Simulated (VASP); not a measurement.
# MnSb: single point with LDA

The system is MnSb.

```
CELL_PARAMETERS angstrom
4.15700 0.00000 0.00000
-2.07850 3.60007 0.00000
0.00000 0.00000 11.53000
ATOMIC_POSITIONS crystal
Sb 0.33333 0.66667 0.12500
Sb 0.33333 0.66667 0.62500
Sb 0.66667 0.33333 0.37500
Sb 0.66667 0.33333 0.87500
Mn 0.00000 0.00000 0.00000
Mn 0.00000 0.00000 0.50000
Mn 0.00000 0.00000 0.25000
Mn 0.00000 0.00000 0.75000
```

```yaml
Program: VASP 6.6.1
Task: single point
Functional: LDA
Potentials_or_basis: VASP PAW LDA potentials, release 64 (Sb, Mn_pv)
Cutoff: 520 eV
k_mesh: 7 × 7 × 2
Occupations: fermi-dirac, width 0.1 eV
Spin: collinear spin, ferromagnetic start
Starting_moments: "[0.0, 0.0, 0.0, 0.0, 4.5, 4.5, 4.5, 4.5] μB"
```

* Pressure: -11.3 GPa
* Net moment: 12.69 μB per cell
* Site moments: Sb -0.10; Mn +3.17 μB
* Valence electrons inside the program's atomic spheres: Sb 2.45; Mn 11.55

Stress tensor (GPa, compression positive):
```
-10.97   0.00   0.00
  0.00 -10.97   0.00
  0.00   0.00 -11.88
```

Levels at points of the mesh, in eV from the Fermi level:
Spin up:
| k point | band 38 | band 39 | band 40 | band 41 | band 42 | band 43 | band 44 | band 45 | band 46 | band 47 |
| --- | --- | --- | --- | --- | --- | --- | --- | --- | --- | --- |
| (0.00, 0.00, 0.00) | -0.51 | -0.20 | 0.50 | 0.50 | 1.78 | 1.78 | 1.78 | 1.78 | 2.34 | 2.34 |
| (0.00, 0.00, 0.50) | -0.50 | 0.99 | 0.99 | 0.99 | 0.99 | 1.15 | 1.15 | 2.23 | 2.23 | 2.23 |
Spin down:
```
           k point  band 27  band 28  band 29  band 30  band 31  band 32
(0.00, 0.00, 0.00)    -0.20    -0.20     0.17     0.17     0.31     0.31
(0.00, 0.00, 0.50)    -0.69    -0.69    -0.06    -0.06    -0.06    -0.06
```

It took 6 min on 1 thread of Intel Xeon 6975P-C, with other jobs on the host, peak memory 0.37 GiB.

Caveat: spin-orbit coupling is left out, which moves the levels of the heavy elements; only a ferromagnetic start was run, and an antiferromagnetic order may lie lower in energy.
